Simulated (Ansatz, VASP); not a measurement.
Given: the input of a run of Ansatz 0.2.0 on MoS2.

The input input.yaml:

```yaml
crystal:
  lattice:
    - [3.1841260822, 0.0, 0.0]
    - [-1.5920630411, 2.757534076, 0.0]
    - [0.0, 0.0, 17.33459995]
  atoms:
    - { symbol: Mo, position: [0.0, 0.0, 0.0] }
    - { symbol: S, position: [0.3333333333, 0.6666666667, 0.91050702] }
    - { symbol: S, position: [0.3333333333, 0.6666666667, 0.08949298] }
kpoints:
  mp_grid: { grid: [10, 10, 2] }
scf:
  occupations: { method: fermi_dirac, width: 0.05 }
hamiltonian:
  xc: lda
  pseudopotentials: { kind: all_electron, lapw: { basis_error: 0.002 } }
output:
  forces: true
  stress: true
  eigenvalues: true
```

Potentials or basis: all-electron LAPW, scalar-relativistic.

Run with:

```console
$ ansatz run input.yaml --threads 2 --pin off --max-ram 8192MiB --backend cpu --events-out ev --progress --plain --runs-dir out
```

Translate it to VASP 6.6.1. Potentials there: VASP PAW LDA potentials, release 64 (Mo_sv, S).

As run (the cutoff follows the program's own potentials):

Contents of INCAR:

```
SYSTEM = MoS2
  PREC = Accurate
  ENCUT = 520
  EDIFF = 1E-7
  ISMEAR = -1
  SIGMA = 0.05
  LREAL = .False.
  LASPH = .True.
  NELM = 100
  ALGO = Normal
  ISIF = 2
  LWAVE = .False.
  LCHARG = .False.
  GGA = CA
  NBANDS = 20
```

KPOINTS

```
regular mesh
0
Gamma
  10 10 2
  0 0 0
```

The input POSCAR:

```
MoS2
1.0
    3.1841260822      0.0000000000      0.0000000000
   -1.5920630411      2.7575340760      0.0000000000
    0.0000000000      0.0000000000     17.3345999500
Mo S
1 2
Direct
    0.0000000000      0.0000000000      0.0000000000
    0.3333333333      0.6666666667      0.9105070200
    0.3333333333      0.6666666667      0.0894929800
```

Potentials or basis: VASP PAW LDA potentials, release 64 (Mo_sv, S).

Launch:

```bash
$ cat potpaw_LDA.64/Mo_sv/POTCAR potpaw_LDA.64/S/POTCAR > POTCAR
$ mpirun -np 1 vasp_std > vasp.out
```

Both were run:

|  | VASP | Ansatz | Ansatz less VASP |
| --- | --- | --- | --- |
| gap on the k mesh at the Fermi level (eV) | 1.74 | 1.73 | -0.008 |
| least direct gap on the mesh (eV) | 1.93 | 1.92 | -0.005 |
| rms of the force components (eV/Å) | 0.178 | 0.184 | +0.0058 |

LDA's correlation is that of Perdew and Zunger in VASP and of Perdew and Wang (1992) in Ansatz. Atom by atom the forces differ by 0.006 eV/Å (rms over components). Ansatz ran all-electron here, and VASP with PAW potentials.
